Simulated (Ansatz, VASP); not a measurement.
## Two plane-wave programs on BN

```
CELL_PARAMETERS angstrom
3.62600 0.00000 0.00000
0.00000 -3.62600 0.00000
0.00000 0.00000 -3.62600
ATOMIC_POSITIONS crystal
B 0.00000 0.50000 0.50000
B 0.50000 0.00000 0.50000
B 0.50000 0.50000 0.00000
B 0.00000 0.00000 0.00000
N 0.75000 0.75000 0.73621
N 0.25000 0.25000 0.75000
N 0.25000 0.75000 0.25000
N 0.75000 0.25000 0.25000
```

Alike in both runs: task single point; functional r2SCAN; k mesh 6 × 6 × 6; occupations gaussian, width 0.05 eV; no spin polarisation.

|  | VASP | Ansatz |
| --- | --- | --- |
| version | VASP 6.6.1 | Ansatz 0.2.0 |
| potentials or method | VASP PAW PBE potentials, release 64 (B, N), cutoff 520 eV | scalar-relativistic, plane waves, PAW |
| valence electrons in the cell | 32 | 32 |

VASP gave:

| Item | Value |
| --- | --- |
| gap on the k mesh at the Fermi level (eV) | 4.84 |
| least direct gap on the mesh (eV) | 4.84 |
| pressure (GPa) | -3.9 |
| traceless stress, the component that is largest in VASP (GPa) | -0.14 |
| rms of the force components (eV/Å) | 0.402 |

Q: Which values does Ansatz return?

A: gap on the k mesh at the Fermi level (eV): 4.86; least direct gap on the mesh (eV): 4.86; pressure (GPa): -4.9; traceless stress, the component that is largest in VASP (GPa): -0.14; rms of the force components (eV/Å): 0.400.

VASP's potentials were made for PBE, not for r2SCAN. Atom by atom the forces differ by 0.002 eV/Å (rms over components). The functional is the same, so the differences come from potentials, cutoffs and numerics.
